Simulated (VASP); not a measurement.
Here is a VASP 6.6.1 calculation.

INCAR

```
PREC = Accurate
ENCUT = 520
EDIFF = 1E-7
ISMEAR = 0
SIGMA = 0.1
LREAL = Auto
LASPH = True
NELM = 80
ALGO = Normal
ISIF = 2
LWAVE = False
LCHARG = True
LDIPOL = True
IDIPOL = 3
DIPOL = 0.5 0.5 0.326
GGA = PE
LELF = True
LVHAR = True
LVACPOTAV = True
NBANDS = 128
```

KPOINTS

```
regular mesh
0
Gamma
  4 4 1
```

The input POSCAR:

```
W16C
1.0
    6.3673983413      0.0000000000      0.0000000000
    0.0000000000      6.3673983413      0.0000000000
    0.0000000000      0.0000000000     20.1425775435
W C
16 1
Direct
    0.2500000000      0.2500000000      0.1985843168
    0.2500000000      0.7500000000      0.1985843168
    0.7500000000      0.2500000000      0.1985843168
    0.7500000000      0.7500000000      0.1985843168
    0.0000000000      0.0000000000      0.2776134074
    0.0000000000      0.5000000000      0.2776134074
    0.5000000000      0.0000000000      0.2776134074
    0.5000000000      0.5000000000      0.2776134074
    0.2500000000      0.2500000000      0.3599451791
    0.2500000000      0.7500000000      0.3599451791
    0.7500000000      0.2500000000      0.3599451791
    0.7500000000      0.7500000000      0.3599451791
    0.0000000000      0.0000000000      0.4290700892
    0.0000000000      0.5000000000      0.4290700892
    0.5000000000      0.0000000000      0.4290700892
    0.5000000000      0.5000000000      0.4290700892
    0.0000000000      0.2500000000      0.4873766870
```

Potentials or basis: VASP PAW PBE potentials, release 64 (W_sv, C).

The run is started by

```bash
$ cat potpaw_PBE.64/W_sv/POTCAR potpaw_PBE.64/C/POTCAR > POTCAR
$ mpirun -np 1 vasp_std > vasp.out
```

Q: What does it give for the largest force?

A: 2.242 eV/Å.

Q: Estimate the band gap on the k mesh.

A: Zero (bands 114 and 115 overlap by 0.35 eV).

Forces in eV/Å, atoms in the order of the input:
```
W    0.081  0.000  2.126
W   -0.057  0.000  2.109
W   -0.081  0.000  2.126
W    0.057  0.000  2.109
W    0.000  0.043 -2.242
W    0.000 -0.043 -2.242
W    0.000  0.009 -2.125
W    0.000 -0.009 -2.125
W    1.058  0.000 -0.617
W    1.100  0.000 -0.418
W   -1.058  0.000 -0.617
W   -1.100  0.000 -0.418
W    0.000  1.203  1.312
W    0.000 -1.203  1.312
W    0.000  0.021 -0.181
W    0.000 -0.021 -0.181
C    0.000  0.000  0.069
```

Caveat: spin-orbit coupling is left out, which moves the levels of the heavy elements.
